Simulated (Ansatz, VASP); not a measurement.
# Two plane-wave programs on ZnSe

File INCAR:

```
SYSTEM = ZnSe
ALGO     = Normal         ! electronic algorithm
EDIFF    = 1E-6           ! SCF threshold, eV
ENCUT    = 520            ! plane-wave cutoff, eV
GGA      = PE             ! functional
ISIF     = 2              ! what is computed and relaxed
ISMEAR   = -1             ! smearing method
LASPH    = .True.         ! aspherical terms in the spheres
LCHARG   = .False.        ! write CHGCAR
LREAL    = .False.        ! projectors in reciprocal space
LWAVE    = .False.        ! write WAVECAR
NBANDS   = 26             ! bands
NELM     = 60             ! most SCF steps
PREC     = Accurate       ! precision mode
SIGMA    = 0.05           ! smearing width, eV
```

The input KPOINTS:

```
k-points
0
Gamma
  5 5 4
  0 0 0
```

The input POSCAR:

```
ZnSe
1.0
    4.1077020000      0.0000000000      0.0000000000
    0.0000000000      4.1077020000      0.0000000000
    0.0000000000      0.0000000000      6.0703500000
Se Zn
2 2
Direct
    0.5000000000      0.0000000000      0.7537200000
    0.0000000000      0.5000000000      0.2462800000
    0.5000000000      0.5000000000      0.0000000000
    0.0000000000      0.0000000000      0.0000000000
```

File input.yaml:

```yaml
crystal:
  lattice:
    - [4.107702, 0.0, 0.0]
    - [0.0, 4.107702, 0.0]
    - [0.0, 0.0, 6.07035]
  atoms:
    - { symbol: Se, position: [0.5, 0.0, 0.75372] }
    - { symbol: Se, position: [0.0, 0.5, 0.24628] }
    - { symbol: Zn, position: [0.5, 0.5, 0.0] }
    - { symbol: Zn, position: [0.0, 0.0, 0.0] }
hamiltonian:
  xc: pbe
  pseudopotentials: { kind: paw }
kpoints:
  mp_grid: { grid: [5, 5, 4] }
  band_path:
    path:
      - [[0.0, 0.0, 0.0], [0.0, 0.5, 0.0], [0.5, 0.5, 0.0], [0.0, 0.0, 0.0], [0.0, 0.0, 0.5], [0.0, 0.5, 0.5], [0.5, 0.5, 0.5], [0.0, 0.0, 0.5]]
      - [[0.0, 0.5, 0.0], [0.0, 0.5, 0.5]]
      - [[0.5, 0.5, 0.0], [0.5, 0.5, 0.5]]
    npoints: 14
scf:
  occupations: { method: fermi_dirac, width: 0.05 }
  n_extra_bands: 10
output:
  forces: true
  stress: true
  eigenvalues: true
  fatbands: false
  write_density: true
  write_potential: true
  elf: true
  volumetric_format: npy
```

Alike in both runs: functional PBE; k mesh 5 × 5 × 4; occupations fermi-dirac, width 0.05 eV; no spin polarisation.

|  | VASP | Ansatz |
| --- | --- | --- |
| version | VASP 6.6.1 | Ansatz 0.2.0 |
| potentials or method | VASP PAW PBE potentials, release 64 (Se, Zn) | Ansatz PAW |
| plane-wave cutoff (eV) | 520 | 420 |
| valence electrons in the cell | 36 | 56 |
| task | single point | band structure |

VASP gave:

| Item | Value |
| --- | --- |
| gap on the k mesh at the Fermi level (eV) | 1.94 |
| least direct gap on the mesh (eV) | 1.94 |
| pressure (GPa) | 0.0 |
| rms of the force components (eV/Å) | 0.021 |

Question: Estimate Ansatz's values.

Answer: gap on the k mesh at the Fermi level (eV): 1.95; least direct gap on the mesh (eV): 1.95; pressure (GPa): -0.1; rms of the force components (eV/Å): 0.037.

Atom by atom the forces differ by 0.016 eV/Å (rms over components). VASP's potentials hold 36 valence electrons a cell and Ansatz's 56, so a difference there can come from the potentials and not from the codes.
